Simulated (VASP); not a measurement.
# ZrO2 (P4_2/nmc) in VASP: notebook, part 2 of 2

VASP 6.6.1.

### Step 3. Elastic constants, PBEsol

This run uses another cell than the first one, of 10.91 Å³/atom.

INCAR

```
SYSTEM = ZrO2
  PREC = Accurate
  ENCUT = 600
  EDIFF = 1E-8
  ISMEAR = 0
  SIGMA = 0.01
  LREAL = .False.
  LASPH = .True.
  NELM = 120
  ALGO = Normal
  ISIF = 3
  LWAVE = .False.
  LCHARG = .False.
  GGA = PS
  NBANDS = 33
  IBRION = 6
  NFREE = 2
  POTIM = 0.015
  NSW = 1
  GGA_COMPAT = .False.
  KPAR = 4
```

KPOINTS

```
Automatic mesh
0
Gamma
  6 6 6
  0 0 0
```

POSCAR

```
ZrO2
1.0
    3.5700044016      0.0000000000      0.0000000000
    0.0000000000      3.5700044016      0.0000000000
    0.0000000000      0.0000000000      5.1384332559
Zr O
2 4
Direct
    0.0000000000      0.0000000000      0.0000000000
    0.5000000000      0.5000000000      0.5000000000
    0.0000000000      0.5000000000      0.2051858016
    0.0000000000      0.5000000000      0.7051858016
    0.5000000000      0.0000000000      0.2948141984
    0.5000000000      0.0000000000      0.7948141984
```

Potentials or basis: VASP PAW PBE potentials, release 64 (Zr_sv, O).

Started as:

```console
> cat potpaw_PBE.64/Zr_sv/POTCAR potpaw_PBE.64/O/POTCAR > POTCAR
> mpirun -np 4 vasp_std > vasp.out
```

OUTCAR:

```text
SYSTEM = ZrO2
   PREC = Accurate
   ENCUT = 600
   EDIFF = 1E-8
   ISMEAR = 0
   LREAL = .False.
   LASPH = .True.
   NELM = 120
   ISIF = 3
   GGA = PS
   IBRION = 6
   NFREE = 2
   POTIM = 0.015
   NSW = 1

 ion  position               nearest neighbor table
   1  0.000  0.000  0.000-   3 2.07   6 2.07   3 2.07   6 2.07   5 2.34   4 2.34   5 2.34   4 2.34
                             2 3.60   2 3.60   2 3.60   2 3.60   2 3.60   2 3.60   2 3.60   2 3.60
   2  0.500  0.500  0.500-   4 2.07   5 2.07   5 2.07   4 2.07   3 2.34   6 2.34   3 2.34   6 2.34
                             1 3.60   1 3.60   1 3.60   1 3.60   1 3.60   1 3.60   1 3.60   1 3.60
   3  0.000  0.500  0.205-   1 2.07   1 2.07   2 2.34   2 2.34
   4  0.000  0.500  0.705-   2 2.07   2 2.07   1 2.34   1 2.34
   5  0.500  0.000  0.295-   2 2.07   2 2.07   1 2.34   1 2.34
   6  0.500  0.000  0.795-   1 2.07   1 2.07   2 2.34   2 2.34

  LATTYP: Found a simple tetragonal cell.
 ALAT       =     3.5700044016
 C/A-ratio  =     1.4393352719

  Lattice vectors:

 A1 = (   3.5700044016,   0.0000000000,   0.0000000000)
 A2 = (   0.0000000000,   3.5700044016,   0.0000000000)
 A3 = (   0.0000000000,   0.0000000000,   5.1384332559)

Analysis of symmetry for initial positions (statically):
=====================================================================
 Subroutine PRICEL returns:
 Original cell was already a primitive cell.

 Routine SETGRP: Setting up the symmetry group for a
[... 1302 lines left out ...]
 ============================================

 INTERNAL STRAIN TENSOR FOR ION    1 for displacements in x,y,z  (eV/Angst):
          X           Y           Z          XY          YZ          ZX
  --------------------------------------------------------------------------------
  x     0.00000     0.00000     0.00000     0.00000     0.00000   -10.47993
  y     0.00000     0.00000    -0.00000     0.00000    10.47315     0.00000
  z   -16.67375    16.67423     0.00000    -0.00026    -0.00042     0.00015

 INTERNAL STRAIN TENSORS FROM DISPLACED ATOMS
 ============================================

 INTERNAL STRAIN TENSOR FOR ION    1 for displacements in x,y,z  (eV/Angst):
          X           Y           Z          XY          YZ          ZX
  --------------------------------------------------------------------------------
  x     0.00000     0.00000     0.00000     0.00000     0.00000   -10.47155
  y     0.00000     0.00000     0.00000     0.00000    10.47155     0.00000
  z   -16.63725    16.63725     0.00000     0.00000     0.00000     0.00000

 INTERNAL STRAIN TENSOR FOR ION    6 for displacements in x,y,z  (eV/Angst):
          X           Y           Z          XY          YZ          ZX
  --------------------------------------------------------------------------------
  x     0.00000     0.00000     0.00000     0.00000     0.00000     9.58875
  y     0.00000     0.00000     0.00000     0.00000    -4.27093     0.00000
  z    11.50665    -4.79846     7.57223     0.00000     0.00000     0.00000

 Eigenvectors and eigenvalues of the dynamical matrix
 ----------------------------------------------------

   1 f  =   19.658760 THz   123.519629 2PiTHz  655.745633 cm-1    81.302060 meV
             X         Y         Z           dx          dy          dz
      0.000000  0.000000  0.000000    -0.000000    0.000000   -0.000000
      1.785002  1.785002  2.569217     0.000000   -0.000000   -0.000000
      0.000000  1.785002  1.054334     0.000000   -0.000000   -0.500000
      0.000000  1.785002  3.623550    -0.000000    0.000000    0.500000
      1.785002  0.000000  1.514883    -0.000000    0.000000   -0.500000
      1.785002  0.000000  4.084100     0.000000   -0.000000    0.500000
[... 145 lines left out ...]
  18 f/i=    0.000850 THz     0.005339 2PiTHz    0.028342 cm-1     0.003514 meV
             X         Y         Z           dx          dy          dz
      0.000000  0.000000  0.000000    -0.091808    0.601427    0.000000
      1.785002  1.785002  2.569217    -0.091808    0.601427    0.000000
      0.000000  1.785002  1.054334    -0.038447    0.251923    0.000000
      0.000000  1.785002  3.623550    -0.038456    0.251862    0.000000
      1.785002  0.000000  1.514883    -0.038447    0.251923    0.000000
      1.785002  0.000000  4.084100    -0.038456    0.251862    0.000000

--------------------------------------------------------------------------------------------------------

 ELASTIC MODULI CONTR FROM IONIC RELAXATION (kBar)
 Direction    XX          YY          ZZ          XY          YZ          ZX
 --------------------------------------------------------------------------------
 XX        -743.4020    248.7892   -558.3211      0.0000      0.0000      0.0000
 YY         248.7892   -743.4020   -558.3211      0.0000     -0.0000      0.0000
 ZZ        -558.3211   -558.3211  -1260.4708      0.0000      0.0000      0.0000
 XY           0.0000      0.0000      0.0000      0.0000      0.0000      0.0000
 YZ           0.0000     -0.0000      0.0000      0.0000   -580.6913      0.0000
 ZX           0.0000      0.0000      0.0000      0.0000      0.0000   -580.6911
 --------------------------------------------------------------------------------

 TOTAL ELASTIC MODULI (kBar)
 Direction    XX          YY          ZZ          XY          YZ          ZX
 --------------------------------------------------------------------------------
 XX        3893.7735   2319.3494    739.7401      0.0000      0.0000      0.0000
 YY        2319.3494   3893.7735    739.7401      0.0000     -0.0000      0.0000
 ZZ         739.7401    739.7401   3406.7830      0.0000      0.0000      0.0000
 XY           0.0000      0.0000      0.0000   1764.6082      0.0000      0.0000
 YZ           0.0000     -0.0000      0.0000      0.0000    427.2932      0.0000
 ZX           0.0000      0.0000      0.0000      0.0000      0.0000    427.2934
 --------------------------------------------------------------------------------
```

OSZICAR:

```text
N       E                     dE             d eps       ncg     rms          rms(c)
DAV:   1     0.459361878391E+03    0.45936E+03   -0.29624E+04  2640   0.167E+03
[... 288 lines left out ...]
DAV:   2    -0.599688939788E+02   -0.23958E-02   -0.43319E-02  5203   0.120E+00    0.377E-01
DAV:   3    -0.599683625465E+02    0.53143E-03   -0.25699E-03  5766   0.350E-01    0.141E-01
DAV:   4    -0.599683476996E+02    0.14847E-04   -0.45026E-04  4985   0.135E-01    0.404E-02
DAV:   5    -0.599683463783E+02    0.13213E-05   -0.46706E-05  5149   0.480E-02    0.156E-02
DAV:   6    -0.599683451812E+02    0.11971E-05   -0.52281E-06  5240   0.192E-02    0.669E-03
DAV:   7    -0.599683447961E+02    0.38512E-06   -0.13683E-06  5594   0.827E-03    0.217E-03
DAV:   8    -0.599683447631E+02    0.33066E-07   -0.56586E-07  5166   0.462E-03    0.616E-04
DAV:   9    -0.599683447642E+02   -0.11250E-08   -0.28657E-08  3974   0.123E-03
  23 F= -.59968345E+02 E0= -.59968345E+02  d E =-.381659E-76
```

stdout:

```text
POSCAR found type information on POSCAR ZrO
 POSCAR found :  2 types and       6 ions
 scaLAPACK will be used
 -----------------------------------------------------------------------------
|                                                                             |
|                                                                             |
|     You enforced a specific xc type in the INCAR file but a different       |
|     I HOPE YOU KNOW WHAT YOU ARE DOING!                                     |
[... 44 lines left out ...]
 Finite differences progress:
 bond charge predicted
 Finite differences progress:
 bond charge predicted
 Finite differences progress:
 bond charge predicted
 Finite differences progress:
 bond charge predicted
 Finite differences progress:
 bond charge predicted
 Finite differences progress:
 bond charge predicted
 Finite differences progress:
```

Wall time 6.1 min (4 MPI ranks of Intel Xeon 6975P-C (Granite Rapids), shared host); peak memory 0.44 GiB.

What came out:

* Voigt bulk modulus: 209 GPa
* Highest phonon frequency at Γ, LO-TO splitting left out: 656 cm⁻¹

Phonon frequencies in cm⁻¹ (negative: imaginary):
```csv
q point,frequencies
"(0.000, 0.000, 0.000)",0 0 0 137 137 142 142 275 318 336 446 446 455 455 596 649 649 656
```

Elastic tensor in Voigt notation (GPa, in the Cartesian axes of the cell as first typed):
```
389 232  74   0   0   0
232 389  74   0   0   0
 74  74 341   0   0   0
  0   0   0  43   0   0
  0   0   0   0  43   0
  0   0   0   0   0 176
```

Clamped-ion elastic tensor (GPa):
```
464 207 130   0   0   0
207 464 130   0   0   0
130 130 467   0   0   0
  0   0   0 101   0   0
  0   0   0   0 101   0
  0   0   0   0   0 176
```

Caveat: the cell is under stress, which shifts elastic constants; the PAW data sets were made with another functional, which shifts forces and pressure a little.
